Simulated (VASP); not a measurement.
# TiAl (Pm-3m) in VASP: a series of runs

TiAl is run at these levels: LDA; tasks: single point, relaxation of cell and atoms.

Everything below comes from runs of VASP 6.6.1. Logs are shortened: lines on timing, memory, paths and dates and some standing lists are left out, and cuts for length are marked.

## Step 1: The cell of the first run

The structure is cubic, space group Pm-3m (No. 221). The conventional cell has a = 3.124 Å, b = 3.124 Å, c = 3.124 Å, α = 90.00°, β = 90.00°, γ = 90.00°. Within 3.6 Å of Ti (site symmetry m-3m) lie 8 Al at 2.71 Å and 6 Ti at 3.12 Å. Al (site symmetry m-3m) has 8 Ti at 2.71 Å and 6 Al at 3.12 Å within 3.6 Å.

## Step 2: Single point, LDA

Input file INCAR:

```
PREC = Accurate ; ENCUT = 520
EDIFF = 1E-6 ; ISMEAR = 0
SIGMA = 0.15 ; LREAL = F
LASPH = T ; NELM = 80
ALGO = Normal ; ISIF = 2
LWAVE = F ; LCHARG = F
GGA = CA ; NBANDS = 14
```

Input file KPOINTS:

```
Automatic mesh
0
Gamma
  16 16 16
```

Input file POSCAR:

```
TiAl
1.0
    3.1240862282      0.0000000000      0.0000000000
    0.0000000000      3.1240862282      0.0000000000
    0.0000000000      0.0000000000      3.1240862282
Ti Al
1 1
Direct
    0.0000000000      0.0000000000      0.0000000000
    0.5000000000      0.5000000000      0.5000000000
```

Potentials or basis: VASP PAW LDA potentials, release 64 (Ti_sv, Al).

Started as:

```console
cat potpaw_LDA.64/Ti_sv/POTCAR potpaw_LDA.64/Al/POTCAR > POTCAR
mpirun -np 1 vasp_std > vasp.out
```

OUTCAR:

```text
PREC = Accurate
   ENCUT = 520
   EDIFF = 1E-6
   ISMEAR = 0
   LREAL = F
   LASPH = T
   NELM = 80
   ISIF = 2
   GGA = CA

 ion  position               nearest neighbor table
   1  0.000  0.000  0.000-   2 2.71   2 2.71   2 2.71   2 2.71   2 2.71   2 2.71   2 2.71   2 2.71

   2  0.500  0.500  0.500-   1 2.71   1 2.71   1 2.71   1 2.71   1 2.71   1 2.71   1 2.71   1 2.71

  LATTYP: Found a simple cubic cell.
 ALAT       =     3.1240862282

  Lattice vectors:

 A1 = (   3.1240862282,   0.0000000000,   0.0000000000)
 A2 = (   0.0000000000,   3.1240862282,   0.0000000000)
 A3 = (   0.0000000000,   0.0000000000,   3.1240862282)

Analysis of symmetry for initial positions (statically):
=====================================================================
 Subroutine PRICEL returns:
 Original cell was already a primitive cell.

 Routine SETGRP: Setting up the symmetry group for a
 simple cubic supercell.

 Subroutine GETGRP returns: Found 48 space group operations
 (whereof 48 operations were pure point group operations)
 out of a pool of 48 trial point group operations.

The static configuration has the point symmetry O_h .

Analysis of symmetry for dynamics (positions and initial velocities):
=====================================================================
 Subroutine PRICEL returns:
 Original cell was already a primitive cell.

 Routine SETGRP: Setting up the symmetry group for a
 simple cubic supercell.

 Subroutine GETGRP returns: Found 48 space group operations
 (whereof 48 operations were pure point group operations)
 out of a pool of 48 trial point group operations.

The dynamic configuration has the point symmetry O_h .

 Subroutine INISYM returns: Found 48 space group operations
 (whereof 48 operations are pure point group operations),
 and found     1 'primitive' translations

----------------------------------------------------------------------------------------

                                     Primitive cell

  volume of cell :      30.4908

  direct lattice vectors                    reciprocal lattice vectors
     3.124086228  0.000000000  0.000000000     0.320093598  0.000000000  0.000000000
     0.000000000  3.124086228  0.000000000     0.000000000  0.320093598  0.000000000
     0.000000000  0.000000000  3.124086228     0.000000000  0.000000000  0.320093598

  length of vectors
     3.124086228  3.124086228  3.124086228     0.320093598  0.320093598  0.320093598

[... 90 lines left out ...]
   PSTRESS=    0.0 pullay stress
   NELECT =      15.0000    total number of electrons
   NUPDOWN=      -1.0000    fix difference up-down
   EMIN   =  10.00;   EMAX   =-10.00  energy-range for DOS
   EFERMI =   0.00;   METHOD = LEGACY
   ISMEAR =     0;   SIGMA  =   0.15  broadening in eV -4-tet -1-fermi 0-gaus
   EFERMI_NEDOS =   21; number of points for ismear=-14 and -15
   IALGO  =     38    algorithm
   IMIX   =      4    mixing-type and parameters
     AMIX     =   0.40;   BMIX     =  1.00
     AMIX_MAG =   1.60;   BMIX_MAG =  1.00
  volume/ion in A,a.u.               =      15.25       102.88
  Fermi-wavevector in a.u.,A,eV,Ry     =   1.292356  2.442199 22.724241  1.670185
  Thomas-Fermi vector in A             =   2.424069
   LORBIT       =      0    0 simple, 1 ext, 2 COOP (PROOUT), +10 PAW based schemes
   GGA     = CA    functional components
   LHFCALC =     F    Hartree Fock is set to
   AEXX    =    0.0000 exact exchange contribution
   IVDW    =     0    specifies the selected vdW correction
   LEPSILON=     F    determine dielectric tensor
   LRPA    =     F    only Hartree local field effects (RPA)
 non-spin polarized calculation
 Gauss-broadening in eV      SIGMA  =   0.15
  energy-cutoff  :      520.00
  volume of cell :       30.49
 maximum number of plane-waves:       840
 NGX is ok and might be reduce to    24
   NGX = 11   NGY = 11   NGZ = 11

 number of electron      14.9999996 magnetization

 Free energy of the ion-electron system (eV)
  ---------------------------------------------------
  ext. energy  EPLUGINS =         0.00000000
  ---------------------------------------------------
  free energy    TOTEN  =       -13.31063176 eV

  energy without entropy =      -13.28289014  energy(sigma->0) =      -13.29676095

 E-fermi :   9.0888     XC(G=0): -11.5453

 val. band max:        9.0823871562   @ k =   0.5000   0.2500   0.1875
 cond. band min:       9.0898636635   @ k =   0.3125   0.2500   0.0000
 fundamental gap:      0.0074765073
 Fermi energy:         9.0888491362

 k-point     1 :       0.0000    0.0000    0.0000
  band No.  band energies     occupation
      1     -47.0004      2.00000
      2     -23.5803      2.00000
      3     -23.5803      2.00000
      4     -23.5803      2.00000
      5      -0.3367      2.00000
      6       7.5478      2.00000
      7       7.5478      2.00000
      8      10.9591      0.00000
      9      10.9591      0.00000
     10      10.9591      0.00000
     11      13.7636      0.00000
     12      13.7636      0.00000
     13      13.7636      0.00000
     14      18.2916      0.00000
[... 377 lines left out ...]
      1     -46.9776      2.00000
      2     -23.7907      2.00000
      3     -23.5913      2.00000
      4     -23.5585      2.00000
      5       3.1569      2.00000
      6       4.0886      2.00000
      7       8.5811      2.00000
      8       8.8652      1.96502
      9       9.2841      0.06567
     10      10.9254      0.00000
     11      12.2877      0.00000
     12      15.7100      0.00000
     13      17.4287      0.00000
     14      18.4856      0.00000

 [... further k-points ...]

------------------------ aborting loop because EDIFF is reached ----------------------------------------

  FORCE on cell =-STRESS in cart. coord.  units (eV):
  Direction    XX          YY          ZZ          XY          YZ          ZX
  --------------------------------------------------------------------------------------
  -------------------------------------------------------------------------------------
  Total        0.0499431      0.0499431      0.0499431     -0.0000000     -0.0000000      0.0000000
  in kB        2.6243227      2.6243227      2.6243227     -0.0000000     -0.0000000      0.0000000
  external PRESSURE =       2.6243227 kB  Pullay stress =       0.0000000 kB

 VOLUME and BASIS-vectors are now :
 -----------------------------------------------------------------------------
  energy-cutoff  :      520.00
  volume of cell :       30.49
      direct lattice vectors                 reciprocal lattice vectors
     3.124086228  0.000000000  0.000000000     0.320093598  0.000000000  0.000000000
     0.000000000  3.124086228  0.000000000     0.000000000  0.320093598  0.000000000
     0.000000000  0.000000000  3.124086228     0.000000000  0.000000000  0.320093598

 POSITION                                       TOTAL-FORCE (eV/Angst)
 -----------------------------------------------------------------------------------
      0.00000      0.00000      0.00000         0.000000      0.000000      0.000000
      1.56204      1.56204      1.56204         0.000000      0.000000      0.000000
 -----------------------------------------------------------------------------------
    total drift:                                0.000000      0.000000      0.000000

  FREE ENERGIE OF THE ION-ELECTRON SYSTEM (eV)
  ---------------------------------------------------
  free  energy   TOTEN  =       -13.3106317609 eV

  energy  without entropy=      -13.2828901390  energy(sigma->0) =      -13.29676095
```

It took 15 s on 1 thread of Intel Xeon 6975P-C (Granite Rapids), shared host; peak memory 0.18 GiB.

Results:

```yaml
Free_energy: -13.3106 eV
Pressure: 0.3 GPa
```

## Step 3: Relaxation of cell and atoms, LDA

This run uses another cell than the first one, of 16.06 Å³/atom, 1.054 times its volume.

Input file INCAR:

```
PREC = Accurate
ENCUT = 600
EDIFF = 1E-7
ISMEAR = 0
SIGMA = 0.1
LREAL = False
LASPH = True
NELM = 100
ALGO = Fast
ISIF = 3
LWAVE = False
LCHARG = False
IBRION = 2
NSW = 100
EDIFFG = -0.005
```

Input file KPOINTS:

```
Automatic mesh
0
Gamma
  14 14 14
```

Input file POSCAR:

```
TiAl
1.0
    3.1790640000      0.0000000000      0.0000000000
    0.0000000000      3.1790640000      0.0000000000
    0.0000000000      0.0000000000      3.1790640000
Ti Al
1 1
Direct
    0.0000000000      0.0000000000      0.0000000000
    0.5000000000      0.5000000000      0.5000000000
```

Potentials or basis: VASP PAW LDA potentials, release 64 (Ti_sv, Al).

Started as:

```console
cat potpaw_LDA.64/Ti_sv/POTCAR potpaw_LDA.64/Al/POTCAR > POTCAR
mpirun -np 1 vasp_std > vasp.out
```

OUTCAR:

```text
PREC = Accurate
   ENCUT = 600
   EDIFF = 1E-7
   ISMEAR = 0
   LREAL = False
   LASPH = True
   NELM = 100
   ISIF = 3
   IBRION = 2
   NSW = 100
   EDIFFG = -0.005

 ion  position               nearest neighbor table
   1  0.000  0.000  0.000-   2 2.75   2 2.75   2 2.75   2 2.75   2 2.75   2 2.75   2 2.75   2 2.75

   2  0.500  0.500  0.500-   1 2.75   1 2.75   1 2.75   1 2.75   1 2.75   1 2.75   1 2.75   1 2.75

  LATTYP: Found a simple cubic cell.
 ALAT       =     3.1790640000

  Lattice vectors:

 A1 = (   3.1790640000,   0.0000000000,   0.0000000000)
 A2 = (   0.0000000000,   3.1790640000,   0.0000000000)
 A3 = (   0.0000000000,   0.0000000000,   3.1790640000)

Analysis of symmetry for initial positions (statically):
=====================================================================
 Subroutine PRICEL returns:
 Original cell was already a primitive cell.

 Routine SETGRP: Setting up the symmetry group for a
 simple cubic supercell.

 Subroutine GETGRP returns: Found 48 space group operations
 (whereof 48 operations were pure point group operations)
 out of a pool of 48 trial point group operations.

The static configuration has the point symmetry O_h .

Analysis of symmetry for dynamics (positions and initial velocities):
=====================================================================
 Subroutine PRICEL returns:
 Original cell was already a primitive cell.

 Routine SETGRP: Setting up the symmetry group for a
 simple cubic supercell.

 Subroutine GETGRP returns: Found 48 space group operations
 (whereof 48 operations were pure point group operations)
 out of a pool of 48 trial point group operations.

The dynamic configuration has the point symmetry O_h .

 Subroutine INISYM returns: Found 48 space group operations
 (whereof 48 operations are pure point group operations),
 and found     1 'primitive' translations

----------------------------------------------------------------------------------------

                                     Primitive cell

  volume of cell :      32.1290

  direct lattice vectors                    reciprocal lattice vectors
     3.179064000  0.000000000  0.000000000     0.314557996  0.000000000  0.000000000
     0.000000000  3.179064000  0.000000000     0.000000000  0.314557996  0.000000000
     0.000000000  0.000000000  3.179064000     0.000000000  0.000000000  0.314557996

  length of vectors
     3.179064000  3.179064000  3.179064000     0.314557996  0.314557996  0.314557996

  position of ions in fractional coordinates (direct lattice)
     0.000000000  0.000000000  0.000000000
     0.500000000  0.500000000  0.500000000

  ion indices of the primitive-cell ions
   primitive index   ion index
                 1           1
                 2           2

----------------------------------------------------------------------------------------

 KPOINTS: Automatic mesh

Automatic generation of k-mesh.
 Grid dimensions read from file:
 generate k-points for:   14   14   14

 Generating k-lattice:

  Cartesian coordinates                     Fractional coordinates (reciprocal lattice)
     0.022468428  0.000000000  0.000000000     0.071428571  0.000000000  0.000000000
[... 51 lines left out ...]
   ISTART =      0    job   : 0-new  1-cont  2-samecut
   ICHARG =      2    charge: 1-file 2-atom 10-const
   ISPIN  =      1    spin polarized calculation?
   LNONCOLLINEAR =      F non collinear calculations
   LSORBIT =      F    spin-orbit coupling
   LASPH  =      T    aspherical Exc in radial PAW
   ENCUT  =  600.0 eV  44.10 Ry    6.64 a.u.   6.35  6.35  6.35*2*pi/ulx,y,z
   NELM   =    100;   NELMIN=  2; NELMDL= -5     # of ELM steps
   EDIFF  = 0.1E-06   stopping-criterion for ELM
   LREAL  =      F    real-space projection
   EDIFFG = -.5E-02   stopping-criterion for IOM
   NSW    =    100    number of steps for IOM
   IBRION =      2    ionic relax: 0-MD 1-quasi-New 2-CG
   NFREE  =      1    steps in history (QN), initial steepest desc. (CG)
   ISIF   =      3    stress and relaxation
   ISYM   =      2    0-nonsym 1-usesym 2-fastsym
   POTIM  = 0.5000    time-step for ionic-motion
   TEBEG  =    0.0;   TEEND  =   0.0 temperature during run
   PSTRESS=    0.0 pullay stress
   NELECT =      15.0000    total number of electrons
   NUPDOWN=      -1.0000    fix difference up-down
   EMIN   =  10.00;   EMAX   =-10.00  energy-range for DOS
   EFERMI =   0.00;   METHOD = LEGACY
   ISMEAR =     0;   SIGMA  =   0.10  broadening in eV -4-tet -1-fermi 0-gaus
   EFERMI_NEDOS =   21; number of points for ismear=-14 and -15
   IALGO  =     68    algorithm
   IMIX   =      4    mixing-type and parameters
     AMIX     =   0.40;   BMIX     =  1.00
     AMIX_MAG =   1.60;   BMIX_MAG =  1.00
  volume/ion in A,a.u.               =      16.06       108.41
  Fermi-wavevector in a.u.,A,eV,Ry     =   1.270007  2.399964 21.945065  1.612917
  Thomas-Fermi vector in A             =   2.403017
   LORBIT       =      0    0 simple, 1 ext, 2 COOP (PROOUT), +10 PAW based schemes
   GGA     = CA    functional components
   LHFCALC =     F    Hartree Fock is set to
   AEXX    =    0.0000 exact exchange contribution
   IVDW    =     0    specifies the selected vdW correction
   LEPSILON=     F    determine dielectric tensor
   LRPA    =     F    only Hartree local field effects (RPA)
 conjugate gradient relaxation of ions
 non-spin polarized calculation
 RMM-DIIS sequential band-by-band and
 Gauss-broadening in eV      SIGMA  =   0.10
  energy-cutoff  :      600.00
  volume of cell :       32.13
 maximum number of plane-waves:      1108
 NGX is ok and might be reduce to    28
   NGX = 13   NGY = 13   NGZ = 13

--------------------------------------- Ionic step        1  -------------------------------------------

 number of electron      15.0000003 magnetization

 Free energy of the ion-electron system (eV)
  ---------------------------------------------------
  ext. energy  EPLUGINS =         0.00000000
  ---------------------------------------------------
  free energy    TOTEN  =       -13.27558344 eV

  energy without entropy =      -13.26298970  energy(sigma->0) =      -13.26928657

------------------------ aborting loop because EDIFF is reached ----------------------------------------

  FORCE on cell =-STRESS in cart. coord.  units (eV):
  Direction    XX          YY          ZZ          XY          YZ          ZX
  --------------------------------------------------------------------------------------
  -------------------------------------------------------------------------------------
  Total       -1.1533464     -1.1533464     -1.1533464     -0.0000000     -0.0000000      0.0000000
  in kB      -57.5138647    -57.5138647    -57.5138647     -0.0000000     -0.0000000      0.0000000
  external PRESSURE =     -57.5138647 kB  Pullay stress =       0.0000000 kB
[... 59 lines left out ...]
--------------------------------------- Ionic step        3  -------------------------------------------

 number of electron      14.9999998 magnetization

 Free energy of the ion-electron system (eV)
  ---------------------------------------------------
  ext. energy  EPLUGINS =         0.00000000
  ---------------------------------------------------
  free energy    TOTEN  =       -13.30549281 eV

  energy without entropy =      -13.29355279  energy(sigma->0) =      -13.29952280

 E-fermi :   9.0735     XC(G=0): -11.5386

 val. band max:        9.0725132705   @ k =   0.5000   0.0714   0.0000
 cond. band min:       9.0761537058   @ k =   0.2857   0.2857   0.0000
 fundamental gap:      0.0036404354
 Fermi energy:         9.0734994047

 k-point     1 :       0.0000    0.0000    0.0000
  band No.  band energies     occupation
      1     -47.0212      2.00000
      2     -23.6016      2.00000
      3     -23.6016      2.00000
      4     -23.6016      2.00000
      5      -0.3466      2.00000
      6       7.5344      2.00000
      7       7.5344      2.00000
      8      10.9379      0.00000
      9      10.9379      0.00000
     10      10.9379      0.00000
     11      13.7389      0.00000
[... 309 lines left out ...]
 k-point    24 :       0.3571    0.2143    0.0000
  band No.  band energies     occupation
      1     -46.9976      2.00000
      2     -23.7644      2.00000
      3     -23.6660      2.00000
      4     -23.5788      2.00000
      5       2.2364      2.00000
      6       5.8712      2.00000
      7       7.8723      2.00000
      8       9.0093      1.63637
      9       9.6035      0.00000
     10      10.4679      0.00000
     11      12.1991      0.00000

 [... further k-points ...]

------------------------ aborting loop because EDIFF is reached ----------------------------------------

  FORCE on cell =-STRESS in cart. coord.  units (eV):
  Direction    XX          YY          ZZ          XY          YZ          ZX
  --------------------------------------------------------------------------------------
  -------------------------------------------------------------------------------------
  Total       -0.0018014     -0.0018014     -0.0018014      0.0000000      0.0000000      0.0000000
  in kB       -0.0945152     -0.0945152     -0.0945152      0.0000000      0.0000000      0.0000000
  external PRESSURE =      -0.0945152 kB  Pullay stress =       0.0000000 kB
[... 17 lines left out ...]
  FREE ENERGIE OF THE ION-ELECTRON SYSTEM (eV)
  ---------------------------------------------------
  free  energy   TOTEN  =       -13.3054928100 eV

  energy  without entropy=      -13.2935527856  energy(sigma->0) =      -13.29952280

 reached required accuracy - stopping structural energy minimisation
```

Run time: 2.9 min. Hardware: 1 thread of Intel Xeon 6975P-C (Granite Rapids), shared host; peak memory 0.19 GiB.

Results:

```
Free energy                            : -13.3055 eV
Relaxed volume                         : 15.27 Å³/atom
Relaxed cell                           : a = 3.126 Å, b = 3.126 Å, c = 3.126 Å, α = 90.00°, β = 90.00°, γ = 90.00°
Space group after relaxing (to 0.05 Å) : Pm-3m (No. 221)
Energy gained by relaxing              : 15.0 meV/atom
Ionic steps                            : 3
Pressure after relaxing                : 0.0 GPa
```

The path:
```csv
step,energy change (eV),largest force (eV/Å),pressure (GPa),volume (Å³)
1,0.0000,0.0000,-5.75,32.13
2,-0.0161,0.0000,4.50,29.52
3,-0.0299,0.0000,-0.01,30.54
```

Final structure:
```cif
data_structure
_symmetry_space_group_name_H-M 'P 1'
_symmetry_Int_Tables_number 1
_cell_length_a 3.1257
_cell_length_b 3.1257
_cell_length_c 3.1257
_cell_angle_alpha 90.000
_cell_angle_beta 90.000
_cell_angle_gamma 90.000
_cell_volume 30.54
loop_
_atom_site_label
_atom_site_type_symbol
_atom_site_fract_x
_atom_site_fract_y
_atom_site_fract_z
_atom_site_occupancy
Ti1 Ti 0.00000 0.00000 0.00000 1
Al1 Al 0.50000 0.50000 0.50000 1
```
